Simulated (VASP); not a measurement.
SiC:

```
CELL_PARAMETERS angstrom
3.07600 0.00000 0.00000
-1.53800 2.66389 0.00000
0.00000 0.00000 5.04800
ATOMIC_POSITIONS crystal
Si 0.66667 0.33333 0.50000
Si 0.33333 0.66667 0.00000
C 0.66667 0.33333 0.88500
C 0.33333 0.66667 0.38500
```

| Property | Result |
| --- | --- |
| Program | VASP 6.6.1 |
| Task | relaxation of cell and atoms |
| Functional | PBEsol |
| Potentials or basis | VASP PAW PBE potentials, release 64 (Si, C) |
| Cutoff | 600 eV |
| k mesh | 10 × 10 × 5 |
| Occupations | fermi-dirac, width 0.05 eV |
| Spin | no spin polarisation |

At the start: pressure 0.5 GPa; volume 10.34 Å³/atom.

Where does the relaxation end?

Over 7 steps the energy falls by 9.0 meV/atom and the volume is 10.35 Å³/atom (+0.1 %); space group P6_3mc (No. 186, to 0.1 Å) before and after.

Step by step:
| step | energy change (eV) | largest force (eV/Å) | pressure (GPa) | volume (Å³) |
| --- | --- | --- | --- | --- |
| 1 | 0.0000 | 0.7510 | 0.48 | 41.36 |
| 2 | -0.0027 | 0.6811 | -0.53 | 41.55 |
| 3 | -0.0330 | 0.0717 | -0.34 | 41.46 |
| 4 | -0.0360 | 0.0152 | 0.28 | 41.35 |
| 5 | -0.0361 | 0.0041 | 0.19 | 41.37 |
| 6 | -0.0361 | 0.0050 | -0.15 | 41.43 |
| 7 | -0.0361 | 0.0011 | 0.00 | 41.40 |

Final structure:
```
Si C
1.0
     3.07694    0.00000    0.00000
    -1.53847    2.66471    0.00000
     0.00000    0.00000    5.04952
Si C
2 2
Direct
  0.66667 0.33333 0.50459
  0.33333 0.66667 0.00459
  0.66667 0.33333 0.88041
  0.33333 0.66667 0.38041
```

Caveat: the PAW data sets were made with another functional, which shifts forces and pressure a little.
